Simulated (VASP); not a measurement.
# MgI2 (P-3m1) in VASP: relaxation of the atoms with PBE+D3(BJ)

Aim: the relaxation of the atoms of MgI2 with PBE+D3(BJ).

Program: VASP 6.6.1. These are calculated values, not measurements. Logs are shortened: lines on timing, memory, paths and dates and some standing lists are left out, and cuts for length are marked.

### 1 The cell of the first run

The structure is trigonal, space group P-3m1 (No. 164). Conventional cell: a = 4.140 Å, b = 4.140 Å, c = 6.880 Å, α = 90.00°, β = 90.00°, γ = 120.00°. Mg (site symmetry -3m) has 6 I at 2.94 Å within 3.9 Å. Within 3.9 Å of I (site symmetry 3m) lie 3 Mg at 2.94 Å.

### 2 Relaxation of the atoms, PBE+D3(BJ)

Contents of INCAR:

```
SYSTEM = MgI2
ALGO = Normal
EDIFF = 1E-6
EDIFFG = -0.01
ENCUT = 520
GGA = PE
IBRION = 2
ISIF = 2
ISMEAR = 0
IVDW = 12
LASPH = .True.
LCHARG = .False.
LREAL = .False.
LWAVE = .False.
NELM = 100
NSW = 60
PREC = Accurate
SIGMA = 0.02
```

Contents of KPOINTS:

```
k-points
0
Gamma
  6 6 4
  0 0 0
```

Contents of POSCAR:

```
MgI2
1.0
    4.1400000000      0.0000000000      0.0000000000
   -2.0700000000      3.5853451717      0.0000000000
    0.0000000000      0.0000000000      6.8800000000
Mg I
1 2
Direct
    0.0000000000      0.0000000000      0.0000000000
    0.3333333333      0.6666666667      0.2500000000
    0.6666666667      0.3333333333      0.7500000000
```

Potentials or basis: VASP PAW PBE potentials, release 64 (Mg, I).

Started as:

```sh
$ cat potpaw_PBE.64/Mg/POTCAR potpaw_PBE.64/I/POTCAR > POTCAR
$ mpirun -np 1 vasp_std > vasp.out
```

OUTCAR:

```text
SYSTEM = MgI2
   EDIFF = 1E-6
   EDIFFG = -0.01
   ENCUT = 520
   GGA = PE
   IBRION = 2
   ISIF = 2
   ISMEAR = 0
   IVDW = 12
   LASPH = .True.
   LREAL = .False.
   NELM = 100
   NSW = 60
   PREC = Accurate
 IVDW          = 12

 ion  position               nearest neighbor table
   1  0.000  0.000  0.000-   2 2.94   3 2.94   3 2.94   2 2.94   3 2.94   2 2.94
   2  0.333  0.667  0.250-   1 2.94   1 2.94   1 2.94
   3  0.667  0.333  0.750-   1 2.94   1 2.94   1 2.94

  LATTYP: Found a hexagonal cell.
 ALAT       =     4.1400000000
 C/A-ratio  =     1.6618357488

  Lattice vectors:

 A1 = (   4.1400000000,   0.0000000000,   0.0000000000)
 A2 = (  -2.0700000000,   3.5853451717,   0.0000000000)
 A3 = (   0.0000000000,   0.0000000000,   6.8800000000)

Analysis of symmetry for initial positions (statically):
=====================================================================
 Subroutine PRICEL returns:
 Original cell was already a primitive cell.

 Routine SETGRP: Setting up the symmetry group for a
 hexagonal supercell.

 Subroutine GETGRP returns: Found 12 space group operations
 (whereof 12 operations were pure point group operations)
 out of a pool of 24 trial point group operations.

The static configuration has the point symmetry D_3d.

Analysis of symmetry for dynamics (positions and initial velocities):
=====================================================================
 Subroutine PRICEL returns:
 Original cell was already a primitive cell.

 Routine SETGRP: Setting up the symmetry group for a
 hexagonal supercell.

 Subroutine GETGRP returns: Found 12 space group operations
 (whereof 12 operations were pure point group operations)
 out of a pool of 24 trial point group operations.

The dynamic configuration has the point symmetry D_3d.

 Subroutine INISYM returns: Found 12 space group operations
 (whereof 12 operations are pure point group operations),
 and found     1 'primitive' translations

----------------------------------------------------------------------------------------

                                     Primitive cell

  volume of cell :     102.1221

  direct lattice vectors                    reciprocal lattice vectors
     4.140000000  0.000000000  0.000000000     0.241545894  0.139456587  0.000000000
    -2.070000000  3.585345172  0.000000000     0.000000000  0.278913174  0.000000000
     0.000000000  0.000000000  6.880000000     0.000000000  0.000000000  0.145348837

  length of vectors
     4.140000000  4.140000000  6.880000000     0.278913174  0.278913174  0.145348837

  position of ions in fractional coordinates (direct lattice)
     0.000000000  0.000000000  0.000000000
     0.333333333  0.666666667  0.250000000
     0.666666667  0.333333333  0.750000000

  ion indices of the primitive-cell ions
   primitive index   ion index
                 1           1
                 2           2
                 3           3

----------------------------------------------------------------------------------------

 KPOINTS: k-points

Automatic generation of k-mesh.
 Grid dimensions read from file:
 generate k-points for:    6    6    4

 Generating k-lattice:

  Cartesian coordinates                     Fractional coordinates (reciprocal lattice)
     0.040257649  0.023242764  0.000000000     0.166666667 -0.000000000  0.000000000
     0.000000000  0.046485529  0.000000000     0.000000000  0.166666667  0.000000000
     0.000000000  0.000000000  0.036337209     0.000000000  0.000000000  0.250000000

  Length of vectors
     0.046485529  0.046485529  0.036337209

  Shift w.r.t. Gamma in fractional coordinates (k-lattice)
     0.000000000  0.000000000  0.000000000

 Subroutine IBZKPT returns following result:
 ===========================================

 Found     24 irreducible k-points:

 Following reciprocal coordinates:
            Coordinates               Weight
  0.000000  0.000000  0.000000      1.000000
  0.166667 -0.000000  0.000000      6.000000
  0.333333  0.000000  0.000000      6.000000
  0.500000  0.000000  0.000000      3.000000
  0.166667  0.166667  0.000000      6.000000
  0.333333  0.166667  0.000000     12.000000
[... 16 lines left out ...]
  0.333333  0.166667  0.500000     12.000000
  0.333333  0.333333  0.500000      2.000000
   k-points           NKPTS =     24   k-points in BZ     NKDIM =     24   number of bands    NBANDS=     12
   number of dos      NEDOS =    301   number of ions     NIONS =      3
   total plane-waves  NPLWV =  55296
   dimension x,y,z NGX =    32 NGY =   32 NGZ =   54
   dimension x,y,z NGXF=    64 NGYF=   64 NGZF=  108
   ions per type =               1   2
   NGX,Y,Z   is equivalent  to a cutoff of  12.85, 12.85, 13.05 a.u.
   NGXF,Y,Z  is equivalent  to a cutoff of  25.70, 25.70, 26.10 a.u.
 SYSTEM =  MgI2
   PREC   = accura    normal or accurate (medium, high low for compatibility)
   ISTART =      0    job   : 0-new  1-cont  2-samecut
   ICHARG =      2    charge: 1-file 2-atom 10-const
   ISPIN  =      1    spin polarized calculation?
   LNONCOLLINEAR =      F non collinear calculations
   LSORBIT =      F    spin-orbit coupling
   LASPH  =      T    aspherical Exc in radial PAW
   ENCUT  =  520.0 eV  38.22 Ry    6.18 a.u.   7.70  7.70 12.79*2*pi/ulx,y,z
   NELM   =    100;   NELMIN=  2; NELMDL= -5     # of ELM steps
   EDIFF  = 0.1E-05   stopping-criterion for ELM
   LREAL  =      F    real-space projection
   EDIFFG = -.1E-01   stopping-criterion for IOM
   NSW    =     60    number of steps for IOM
   IBRION =      2    ionic relax: 0-MD 1-quasi-New 2-CG
   NFREE  =      1    steps in history (QN), initial steepest desc. (CG)
   ISIF   =      2    stress and relaxation
   ISYM   =      2    0-nonsym 1-usesym 2-fastsym
   POTIM  = 0.5000    time-step for ionic-motion
   TEBEG  =    0.0;   TEEND  =   0.0 temperature during run
   PSTRESS=    0.0 pullay stress
   NELECT =      16.0000    total number of electrons
   NUPDOWN=      -1.0000    fix difference up-down
   EMIN   =  10.00;   EMAX   =-10.00  energy-range for DOS
   EFERMI =   0.00;   METHOD = LEGACY
   ISMEAR =     0;   SIGMA  =   0.02  broadening in eV -4-tet -1-fermi 0-gaus
   EFERMI_NEDOS =   21; number of points for ismear=-14 and -15
   IALGO  =     38    algorithm
   IMIX   =      4    mixing-type and parameters
     AMIX     =   0.40;   BMIX     =  1.00
     AMIX_MAG =   1.60;   BMIX_MAG =  1.00
  volume/ion in A,a.u.               =      34.04       229.72
  Fermi-wavevector in a.u.,A,eV,Ry     =   0.882555  1.667786 10.597613  0.778903
  Thomas-Fermi vector in A             =   2.003202
   LORBIT       =      0    0 simple, 1 ext, 2 COOP (PROOUT), +10 PAW based schemes
   GGA     = PE    functional components
   LHFCALC =     F    Hartree Fock is set to
   AEXX    =    0.0000 exact exchange contribution
   IVDW    =    12    specifies the selected vdW correction
   LEPSILON=     F    determine dielectric tensor
   LRPA    =     F    only Hartree local field effects (RPA)
 conjugate gradient relaxation of ions
 non-spin polarized calculation
 Gauss-broadening in eV      SIGMA  =   0.02
  energy-cutoff  :      520.00
  volume of cell :      102.12
 maximum number of plane-waves:      2779
 NGX is ok and might be reduce to    32
   NGX = 15   NGY = 15   NGZ = 25

--------------------------------------- Ionic step        1  -------------------------------------------

 number of electron      16.0000002 magnetization

 Free energy of the ion-electron system (eV)
  ---------------------------------------------------
  ext. energy  EPLUGINS =         0.00000000
  ---------------------------------------------------
  free energy    TOTEN  =        -7.68081948 eV

  energy without entropy =       -7.68081948  energy(sigma->0) =       -7.68081948

------------------------ aborting loop because EDIFF is reached ----------------------------------------

 Edisp (eV)   -0.93196

 E8    (eV) :    -0.4171

  FORCE on cell =-STRESS in cart. coord.  units (eV):
  Direction    XX          YY          ZZ          XY          YZ          ZX
  --------------------------------------------------------------------------------------
  -------------------------------------------------------------------------------------
  Total      -0.49408    -0.49408    -0.80718     0.00000     0.00000     0.00000
  in kB      -7.75151    -7.75151   -12.66367     0.00000     0.00000     0.00000
  external pressure =       -9.39 kB  Pullay stress =        0.00 kB
[... 104 lines left out ...]
  energy  without entropy=       -8.6248130129  energy(sigma->0) =       -8.62481301

--------------------------------------- Ionic step        4  -------------------------------------------

 number of electron      16.0000001 magnetization

 Free energy of the ion-electron system (eV)
  ---------------------------------------------------
  ext. energy  EPLUGINS =         0.00000000
  ---------------------------------------------------
  free energy    TOTEN  =        -7.69287392 eV

  energy without entropy =       -7.69287392  energy(sigma->0) =       -7.69287392

 E-fermi :   2.4398     XC(G=0):  -8.2328

 val. band max:        2.3363783810   @ k =   0.0000   0.0000   0.0000
 cond. band min:       5.8716708019   @ k =   0.5000   0.0000   0.2500
 fundamental gap:      3.5352924209
 Fermi energy:         2.4398359982

 k-point     1 :       0.0000    0.0000    0.0000
  band No.  band energies     occupation
      1      -9.7420      2.00000
      2      -9.0329      2.00000
      3      -1.2193      2.00000
      4       1.9150      2.00000
      5       1.9150      2.00000
      6       2.2934      2.00000
      7       2.2934      2.00000
      8       2.3364      2.00000
      9       6.0677      0.00000
     10       7.1438      0.00000
     11       9.0696      0.00000
     12       9.0696      0.00000
[... 377 lines left out ...]
  FREE ENERGIE OF THE ION-ELECTRON SYSTEM (eV)
  ---------------------------------------------------
  free  energy   TOTEN  =        -8.6248913725 eV

  energy  without entropy=       -8.6248913725  energy(sigma->0) =       -8.62489137

 reached required accuracy - stopping structural energy minimisation
```

Wall time 53 s (1 thread of Intel Xeon Platinum 8488C (Sapphire Rapids), shared host); peak memory 0.25 GiB.

What came out:

```
Free energy                : -8.6249 eV
Energy gained by relaxing  : 4.0 meV/atom
Ionic steps                : 4
Pressure after relaxing    : -0.3 GPa
Band gap on the k mesh     : 3.54 eV (least direct gap 3.73 eV)
Dispersion energy per atom : -0.311 eV
```

Step by step:
```tsv
step	energy change (eV)	largest force (eV/Å)	pressure (GPa)
1	0.0000	0.2567	-0.94
2	-0.0055	0.1898	-0.77
3	-0.0120	0.0204	-0.32
4	-0.0121	0.0003	-0.27
```

Final structure:
```cif
data_structure
_symmetry_space_group_name_H-M 'P 1'
_symmetry_Int_Tables_number 1
_cell_length_a 4.1400
_cell_length_b 4.1400
_cell_length_c 6.8800
_cell_angle_alpha 90.000
_cell_angle_beta 90.000
_cell_angle_gamma 120.000
_cell_volume 102.12
loop_
_atom_site_label
_atom_site_type_symbol
_atom_site_fract_x
_atom_site_fract_y
_atom_site_fract_z
_atom_site_occupancy
Mg1 Mg 0.00000 0.00000 0.00000 1
I1 I 0.33333 0.66667 0.24321 1
I2 I 0.66667 0.33333 0.75679 1
```

Levels at points of the mesh, in eV from the valence-band top:
```csv
k point,band 5,band 6,band 7,band 8,band 9,band 10,band 11,band 12
"(0.00, 0.00, 0.00)",-0.42,-0.04,-0.04,0.00,3.73,4.81,6.73,6.73
"(0.50, 0.00, 0.00)",-1.87,-1.36,-0.91,-0.44,3.65,5.34,5.50,6.96
"(0.00, 0.00, 0.50)",-0.32,-0.32,-0.15,-0.15,4.70,4.89,6.55,6.55
"(0.50, 0.00, 0.50)",-1.19,-1.13,-0.80,-0.68,3.55,5.21,5.66,6.06
```

Caveat: spin-orbit coupling is left out, which moves the levels of the heavy elements.
